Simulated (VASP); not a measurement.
# Ca (P6_3/mmc) in VASP: single point with revPBE

Aim: the single point of Ca with revPBE.

Everything below comes from runs of VASP 6.6.1. Logs are shortened: lines on timing, memory, paths and dates and some standing lists are left out, and cuts for length are marked.

## Step 1: The cell of the first run

The structure is hexagonal, space group P6_3/mmc (No. 194). The conventional cell has a = 3.960 Å, b = 3.960 Å, c = 12.979 Å, α = 90.00°, β = 90.00°, γ = 120.00°. Ca (site symmetry -3m) has 12 Ca at 3.96 to 3.97 Å within 5.2 Å. Within 5.2 Å of Ca (site symmetry -6m2) lie 12 Ca at 3.96 to 3.97 Å.

This isn't the form of Ca at room conditions, which is fcc.

## Step 2: Single point, revPBE

INCAR

```
ALGO = Normal
EDIFF = 1E-6
ENCUT = 520
GGA = RE
ISIF = 2
ISMEAR = -1
LASPH = True
LCHARG = False
LREAL = False
LWAVE = False
NBANDS = 28
NELM = 80
PREC = Accurate
SIGMA = 0.1
```

KPOINTS

```
k-points
0
Gamma
  12 12 4
```

POSCAR

```
Ca
1.0
    3.9603258004      0.0000000000      0.0000000000
   -1.9801629002      3.4297427504      0.0000000000
    0.0000000000      0.0000000000     12.9790804172
Ca
4
Direct
    0.0000000000      0.0000000000      0.0000000000
    0.0000000000      0.0000000000      0.5000000000
    0.3333333333      0.6666666667      0.2500000000
    0.6666666667      0.3333333333      0.7500000000
```

Potentials or basis: VASP PAW PBE potentials, release 64 (Ca_sv).

Command:

```sh
$ cat potpaw_PBE.64/Ca_sv/POTCAR > POTCAR
$ mpirun -np 1 vasp_std > vasp.out
```

OUTCAR:

```text
EDIFF = 1E-6
   ENCUT = 520
   GGA = RE
   ISIF = 2
   ISMEAR = -1
   LASPH = True
   LREAL = False
   NELM = 80
   PREC = Accurate

 ion  position               nearest neighbor table
   1  0.000  0.000  0.000-
   2  0.000  0.000  0.500-
   3  0.333  0.667  0.250-
   4  0.667  0.333  0.750-

  LATTYP: Found a hexagonal cell.
 ALAT       =     3.9603258004
 C/A-ratio  =     3.2772759291

  Lattice vectors:

 A1 = (   3.9603258004,   0.0000000000,   0.0000000000)
 A2 = (  -1.9801629002,   3.4297427504,   0.0000000000)
 A3 = (   0.0000000000,   0.0000000000,  12.9790804172)

Analysis of symmetry for initial positions (statically):
=====================================================================
 Subroutine PRICEL returns:
 Original cell was already a primitive cell.

 Routine SETGRP: Setting up the symmetry group for a
 hexagonal supercell.

 Subroutine GETGRP returns: Found 24 space group operations
 (whereof 12 operations were pure point group operations)
 out of a pool of 24 trial point group operations.

The static configuration has the point symmetry D_3d.
 The point group associated with its full space group is D_6h.

Analysis of symmetry for dynamics (positions and initial velocities):
=====================================================================
 Subroutine PRICEL returns:
 Original cell was already a primitive cell.

 Routine SETGRP: Setting up the symmetry group for a
 hexagonal supercell.

 Subroutine GETGRP returns: Found 24 space group operations
 (whereof 12 operations were pure point group operations)
 out of a pool of 24 trial point group operations.

The dynamic configuration has the point symmetry D_3d.
 The point group associated with its full space group is D_6h.

 Subroutine INISYM returns: Found 24 space group operations
 (whereof 12 operations are pure point group operations),
 and found     1 'primitive' translations

----------------------------------------------------------------------------------------

                                     Primitive cell

  volume of cell :     176.2935

  direct lattice vectors                    reciprocal lattice vectors
     3.960325800  0.000000000  0.000000000     0.252504478  0.145783528  0.000000000
    -1.980162900  3.429742750  0.000000000     0.000000000  0.291567057  0.000000000
     0.000000000  0.000000000 12.979080417     0.000000000  0.000000000  0.077047061

  length of vectors
     3.960325800  3.960325800 12.979080417     0.291567057  0.291567057  0.077047061

  position of ions in fractional coordinates (direct lattice)
     0.000000000  0.000000000  0.000000000
     0.000000000  0.000000000  0.500000000
     0.333333333  0.666666667  0.250000000
     0.666666667  0.333333333  0.750000000

  ion indices of the primitive-cell ions
   primitive index   ion index
                 1           1
                 2           2
                 3           3
                 4           4

----------------------------------------------------------------------------------------

 KPOINTS: k-points

Automatic generation of k-mesh.
 Grid dimensions read from file:
 generate k-points for:   12   12    4

 Generating k-lattice:

  Cartesian coordinates                     Fractional coordinates (reciprocal lattice)
     0.021042040  0.012148627  0.000000000     0.083333333 -0.000000000  0.000000000
     0.000000000  0.024297255  0.000000000     0.000000000  0.083333333  0.000000000
     0.000000000  0.000000000  0.019261765     0.000000000  0.000000000  0.250000000

  Length of vectors
     0.024297255  0.024297255  0.019261765

  Shift w.r.t. Gamma in fractional coordinates (k-lattice)
     0.000000000  0.000000000  0.000000000

 Subroutine IBZKPT returns following result:
 ===========================================

 Found     57 irreducible k-points:

 Following reciprocal coordinates:
            Coordinates               Weight
  0.000000  0.000000  0.000000      1.000000
  0.083333  0.000000  0.000000      6.000000
  0.166667 -0.000000  0.000000      6.000000
  0.250000  0.000000  0.000000      6.000000
  0.333333  0.000000  0.000000      6.000000
  0.416667 -0.000000  0.000000      6.000000
[... 16 lines left out ...]
  0.250000  0.000000  0.250000     12.000000
  0.333333  0.000000  0.250000     12.000000
 [... further k-points ...]
   k-points           NKPTS =     57   k-points in BZ     NKDIM =     57   number of bands    NBANDS=     28
   number of dos      NEDOS =    301   number of ions     NIONS =      4
   total plane-waves  NPLWV =  88200
   dimension x,y,z NGX =    30 NGY =   30 NGZ =   98
   dimension x,y,z NGXF=    60 NGYF=   60 NGZF=  196
   ions per type =               4
   NGX,Y,Z   is equivalent  to a cutoff of  12.59, 12.59, 12.55 a.u.
   NGXF,Y,Z  is equivalent  to a cutoff of  25.19, 25.19, 25.11 a.u.
 SYSTEM =  unknown system
   PREC   = accura    normal or accurate (medium, high low for compatibility)
   ISTART =      0    job   : 0-new  1-cont  2-samecut
   ICHARG =      2    charge: 1-file 2-atom 10-const
   ISPIN  =      1    spin polarized calculation?
   LNONCOLLINEAR =      F non collinear calculations
   LSORBIT =      F    spin-orbit coupling
   LASPH  =      T    aspherical Exc in radial PAW
   ENCUT  =  520.0 eV  38.22 Ry    6.18 a.u.   7.36  7.36 24.13*2*pi/ulx,y,z
   NELM   =     80;   NELMIN=  2; NELMDL= -5     # of ELM steps
   EDIFF  = 0.1E-05   stopping-criterion for ELM
   LREAL  =      F    real-space projection
   EDIFFG = 0.1E-04   stopping-criterion for IOM
   NSW    =      0    number of steps for IOM
   IBRION =     -1    ionic relax: 0-MD 1-quasi-New 2-CG
   NFREE  =      0    steps in history (QN), initial steepest desc. (CG)
   ISIF   =      2    stress and relaxation
   ISYM   =      2    0-nonsym 1-usesym 2-fastsym
   POTIM  = 0.5000    time-step for ionic-motion
   TEBEG  =    0.0;   TEEND  =   0.0 temperature during run
   PSTRESS=    0.0 pullay stress
   NELECT =      40.0000    total number of electrons
   NUPDOWN=      -1.0000    fix difference up-down
   EMIN   =  10.00;   EMAX   =-10.00  energy-range for DOS
   EFERMI =   0.00;   METHOD = LEGACY
   ISMEAR =    -1;   SIGMA  =   0.10  broadening in eV -4-tet -1-fermi 0-gaus
   EFERMI_NEDOS =   21; number of points for ismear=-14 and -15
   IALGO  =     38    algorithm
   IMIX   =      4    mixing-type and parameters
     AMIX     =   0.40;   BMIX     =  1.00
     AMIX_MAG =   1.60;   BMIX_MAG =  1.00
  volume/ion in A,a.u.               =      44.07       297.42
  Fermi-wavevector in a.u.,A,eV,Ry     =   0.998503  1.886897 13.565120  0.997008
  Thomas-Fermi vector in A             =   2.130731
   LORBIT       =      0    0 simple, 1 ext, 2 COOP (PROOUT), +10 PAW based schemes
   GGA     = RE    functional components
   LHFCALC =     F    Hartree Fock is set to
   AEXX    =    0.0000 exact exchange contribution
   IVDW    =     0    specifies the selected vdW correction
   LEPSILON=     F    determine dielectric tensor
   LRPA    =     F    only Hartree local field effects (RPA)
 non-spin polarized calculation
  energy-cutoff  :      520.00
  volume of cell :      176.29
 maximum number of plane-waves:      4800
 NGX is ok and might be reduce to    30
   NGX = 15   NGY = 15   NGZ = 49

 number of electron      39.9999990 magnetization

 Free energy of the ion-electron system (eV)
  ---------------------------------------------------
  ext. energy  EPLUGINS =         0.00000000
  ---------------------------------------------------
  free energy    TOTEN  =        -7.13277809 eV

  energy without entropy =       -6.95888160  energy(sigma->0) =       -7.04582984

 E-fermi :   1.8943     XC(G=0):  -7.5050

 val. band max:        1.8850701096   @ k =   0.2500   0.0833   0.0000
 cond. band min:       1.9003921627   @ k =   0.5000   0.0000   0.2500
 fundamental gap:      0.0153220531
 Fermi energy:         1.8942918641

 k-point     1 :       0.0000    0.0000    0.0000
  band No.  band energies     occupation
      1     -40.3199      2.00000
      2     -40.3171      2.00000
      3     -40.3098      2.00000
      4     -40.3070      2.00000
      5     -21.3097      2.00000
      6     -21.2551      2.00000
[... 20 lines left out ...]
     27       4.1590      0.00000
     28       4.1957      0.00000

 k-point     2 :       0.0833    0.0000    0.0000
  band No.  band energies     occupation
      1     -40.3193      2.00000
      2     -40.3166      2.00000
      3     -40.3094      2.00000
      4     -40.3067      2.00000
      5     -21.3071      2.00000
      6     -21.2558      2.00000
[... 20 lines left out ...]
     27       4.1787      0.00000
     28       4.2141      0.00000

 k-point     3 :       0.1667   -0.0000    0.0000
  band No.  band energies     occupation
      1     -40.3176      2.00000
      2     -40.3153      2.00000
      3     -40.3080      2.00000
      4     -40.3057      2.00000
      5     -21.2999      2.00000
      6     -21.2596      2.00000
[... 20 lines left out ...]
     27       4.2109      0.00000
     28       4.3489      0.00000

 k-point     4 :       0.2500    0.0000    0.0000
  band No.  band energies     occupation
      1     -40.3152      2.00000
      2     -40.3134      2.00000
      3     -40.3062      2.00000
      4     -40.3044      2.00000
      5     -21.2898      2.00000
      6     -21.2718      2.00000
[... 578 lines left out ...]
     27       4.1748      0.00000
     28       4.3267      0.00000

 k-point    23 :       0.2500    0.0000    0.2500
  band No.  band energies     occupation
      1     -40.3150      2.00000
      2     -40.3137      2.00000
      3     -40.3059      2.00000
      4     -40.3047      2.00000
      5     -21.2886      2.00000
      6     -21.2788      2.00000
[... 20 lines left out ...]
     27       4.0432      0.00000
     28       4.1423      0.00000

 k-point    24 :       0.3333    0.0000    0.2500
  band No.  band energies     occupation
      1     -40.3126      2.00000
      2     -40.3118      2.00000
      3     -40.3042      2.00000
      4     -40.3034      2.00000
      5     -21.2943      2.00000
      6     -21.2875      2.00000
[... 20 lines left out ...]
     27       3.8065      0.00000
     28       3.9770      0.00000

 [... further k-points ...]

------------------------ aborting loop because EDIFF is reached ----------------------------------------

  FORCE on cell =-STRESS in cart. coord.  units (eV):
  Direction    XX          YY          ZZ          XY          YZ          ZX
  --------------------------------------------------------------------------------------
  -------------------------------------------------------------------------------------
  Total        0.0185211      0.0185211     -0.0127767     -0.0000000      0.0000000      0.0000000
  in kB        0.1683223      0.1683223     -0.1161163     -0.0000000      0.0000000      0.0000000
  external PRESSURE =       0.0735094 kB  Pullay stress =       0.0000000 kB

 VOLUME and BASIS-vectors are now :
 -----------------------------------------------------------------------------
  energy-cutoff  :      520.00
  volume of cell :      176.29
      direct lattice vectors                 reciprocal lattice vectors
     3.960325800  0.000000000  0.000000000     0.252504478  0.145783528  0.000000000
    -1.980162900  3.429742750  0.000000000     0.000000000  0.291567057  0.000000000
     0.000000000  0.000000000 12.979080417     0.000000000  0.000000000  0.077047061

 POSITION                                       TOTAL-FORCE (eV/Angst)
 -----------------------------------------------------------------------------------
      0.00000      0.00000      0.00000         0.000000      0.000000     -0.000000
      0.00000      0.00000      6.48954         0.000000      0.000000     -0.000000
     -0.00000      2.28650      3.24477         0.000000     -0.000000      0.000000
      1.98016      1.14325      9.73431        -0.000000      0.000000      0.000000
 -----------------------------------------------------------------------------------
    total drift:                               -0.000000      0.000000      0.000000

  FREE ENERGIE OF THE ION-ELECTRON SYSTEM (eV)
  ---------------------------------------------------
  free  energy   TOTEN  =        -7.1327780897 eV

  energy  without entropy=       -6.9588815978  energy(sigma->0) =       -7.04582984
```

Run time: 3 min. Hardware: 1 thread of Intel Xeon Platinum 8488C (Sapphire Rapids), shared host; peak memory 0.39 GiB.

Results:

- Free energy: -7.1328 eV
- Pressure: 0.0 GPa
- Band gap on the k mesh: zero (bands 20 and 21 overlap by 0.53 eV)

Caveat: the PAW data sets were made with another functional, which shifts forces and pressure a little.
